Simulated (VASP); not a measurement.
Wanted: the native input for a VASP 6.6.1 run.

```
Task                   : single point
Functional             : RPBE
Dispersion             : D3(BJ)
Potentials or basis    : VASP PAW PBE potentials, release 64 (Al)
Cutoff                 : 520 eV
k mesh                 : 11 × 11 × 11
Occupations            : tetrahedron
Spin                   : no spin polarisation
Dipole correction      : no
Further INCAR settings : ALGO = Normal; EDIFF = 1e-06; NBANDS = 8
```

The structure of Al lies in POSCAR:

```
Al
1.0
    0.0000000000      2.0382146954      2.0382146954
    2.0382146954      0.0000000000      2.0382146954
    2.0382146954      2.0382146954      0.0000000000
Al
1
Direct
    0.0000000000      0.0000000000      0.0000000000
```

This cell differs from its parent crystal: volume scaled by 1.02.

One way to write it, as run:

INCAR

```
  PREC = Accurate
  ENCUT = 520
  EDIFF = 1E-6
  ISMEAR = -5
  SIGMA = 0.05
  LREAL = False
  LASPH = True
  NELM = 80
  ALGO = Normal
  ISIF = 2
  LWAVE = False
  LCHARG = False
  GGA = RP
  IVDW = 12
  NBANDS = 8
```

KPOINTS

```
Automatic mesh
0
Gamma
  11 11 11
```

Potentials or basis: VASP PAW PBE potentials, release 64 (Al).

Run with:

```sh
$ cat potpaw_PBE.64/Al/POTCAR > POTCAR
$ mpirun -np 1 vasp_std > vasp.out
```

Results of the run:

* Pressure: -20.8 GPa
* Dispersion energy per atom: -1.719 eV

Caveat: the PAW data sets were made with another functional, which shifts forces and pressure a little; pairwise dispersion overbinds metals, which lowers pressure and volume; tetrahedron occupations give inexact forces and stress in metals.

Run time: 8.9 s on 1 thread of Intel(R) Xeon(R) Platinum 8375C CPU @ 2.90GHz (Ice Lake), on a shared host, peak memory 0.14 GiB.
